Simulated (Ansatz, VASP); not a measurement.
# TiTl in VASP and in Ansatz

Contents of INCAR:

```
  ALGO = Normal
  EDIFF = 1E-6
  ENCUT = 520
  GGA = PE
  ISIF = 2
  ISMEAR = 0
  LASPH = True
  LCHARG = False
  LREAL = False
  LWAVE = False
  NBANDS = 20
  NELM = 100
  PREC = Accurate
  SIGMA = 0.1
```

Contents of KPOINTS:

```
k-points
0
Gamma
  6 6 4
```

Contents of POSCAR:

```
TiTl
1.0
    3.1391114900      0.0000000000      0.0000000000
   -1.5695557500      2.7185503000      0.0000000000
    0.0000000000      0.0000000000      5.4656045800
Ti Tl
1 1
Direct
    0.3333333300      0.6666666700      0.5000000000
    0.0000000000      0.0000000000      0.0000000000
```

Input for Ansatz:

```yaml
crystal:
  lattice:
    - [3.13911149, 0.0, 0.0]
    - [-1.56955575, 2.7185503, 0.0]
    - [0.0, 0.0, 5.46560458]
  atoms:
    - { symbol: Ti, position: [0.33333333, 0.66666667, 0.5] }
    - { symbol: Tl, position: [0.0, 0.0, 0.0] }
basis:
  ecutwfc: 420
kpoints:
  mp_grid: { grid: [6, 6, 4] }
hamiltonian:
  xc: pbe
scf:
  occupations: { method: gaussian, width: 0.1 }
  lower_state_search: "off"
output:
  forces: true
  stress: true
  eigenvalues: true
```

Alike in both runs: task single point; functional PBE; k mesh 6 × 6 × 4; occupations gaussian, width 0.1 eV; no spin polarisation.

|  | VASP | Ansatz |
| --- | --- | --- |
| version | VASP 6.6.1 | Ansatz 0.2.0 |
| potentials or method | VASP PAW PBE potentials, release 64 (Ti_sv, Tl_d), cutoff 520 eV | scalar-relativistic, plane waves, PAW |
| valence electrons in the cell | 25 | 25 |

```tsv
	VASP	Ansatz	Ansatz less VASP
gap on the k mesh at the Fermi level (eV)	none	none	-
pressure (GPa)	-5.6	-5.6	+0.03
traceless stress, the component that is largest in VASP (GPa)	-6.19	-6.18	+0.013
```

A gap of «none» marks a metal or a gap that the smearing closes.

The k mesh is coarse, so the values compare programs but aren't converged. Neither program's run includes spin-orbit coupling.
